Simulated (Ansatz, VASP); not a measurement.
One calculation of CsPbCl3, two programs

```
Pb Cs Cl
1.0
     5.60500    0.00000    0.00000
     0.00000    5.60500    0.00000
     0.00000    0.00000    5.49290
Pb Cs Cl
1 1 3
Direct
  0.50000 0.50000 0.50000
  0.00000 0.00000 0.00000
  0.50000 0.00000 0.50000
  0.00000 0.50000 0.50000
  0.50000 0.50000 0.00000
```

Alike in both runs: functional PBEsol; k mesh 4 × 4 × 4; occupations fermi-dirac, width 0.05 eV; no spin polarisation.

|  | VASP | Ansatz |
| --- | --- | --- |
| version | VASP 6.6.1 | Ansatz 0.2.0 |
| potentials or method | VASP PAW PBE potentials, release 64 (Pb_d, Cs_sv, Cl) | Ansatz PAW |
| plane-wave cutoff (eV) | 520 | 420 |
| valence electrons in the cell | 44 | 44 |
| task | single point | band structure |

|  | VASP | Ansatz | Ansatz less VASP |
| --- | --- | --- | --- |
| gap on the k mesh at the Fermi level (eV) | 1.65 | 1.64 | -0.007 |
| least direct gap on the mesh (eV) | 1.65 | 1.64 | -0.007 |
| pressure (GPa) | 0.8 | 0.9 | +0.03 |
| traceless stress, the component that is largest in VASP (GPa) | 0.81 | 0.81 | 0.000 |

VASP's potentials were made for PBE, not for PBEsol.

Spin-orbit coupling is off throughout.
